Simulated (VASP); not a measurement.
Here is a VASP 6.6.1 calculation.

Contents of INCAR:

```
SYSTEM = Sb
PREC = Accurate
ENCUT = 520
EDIFF = 1E-6
ISMEAR = -1
SIGMA = 0.02
LREAL = .FALSE.
LASPH = .TRUE.
NELM = 100
ALGO = Normal
ISIF = 2
LWAVE = .FALSE.
LCHARG = .FALSE.
LDIPOL = .TRUE.
IDIPOL = 3
DIPOL = 0.5 0.5 0.327
GGA = PE
NBANDS = 18
```

The input KPOINTS:

```
Automatic mesh
0
G
  6 6 1
  0 0 0
```

Contents of POSCAR:

```
Sb
1.0
    5.2063565693      0.0000000000      0.0000000000
    0.0000000000      4.2400764228      0.0000000000
    0.0000000000      0.0000000000     29.0216962420
Sb
4
Direct
    0.0618586065      0.0000000000      0.3750568706
    0.4381413935      0.5000000000      0.3750568706
    0.5618586065      0.5000000000      0.2796257449
    0.9381413935      0.0000000000      0.2796257449
```

Potentials or basis: VASP PAW PBE potentials, release 64 (Sb).

The run is started by

```console
$ cat potpaw_PBE.64/Sb/POTCAR > POTCAR
$ mpirun -np 1 vasp_std > vasp.out
```

Problem. What does it give for the band gap on the k mesh?

Solution. 0.62 eV, indirect (least direct gap 0.74 eV).

Problem. Predict the largest force.

Solution. 0.300 eV/Å.

Forces on the atoms (eV/Å):
```
Sb  -0.216  0.000  0.208
Sb   0.216  0.000  0.208
Sb  -0.216  0.000 -0.208
Sb   0.216  0.000 -0.208
```

Caveat: the cell differs from its parent crystal (uniaxial x strain +1.5%); spin-orbit coupling is left out, which moves the levels of the heavy elements.
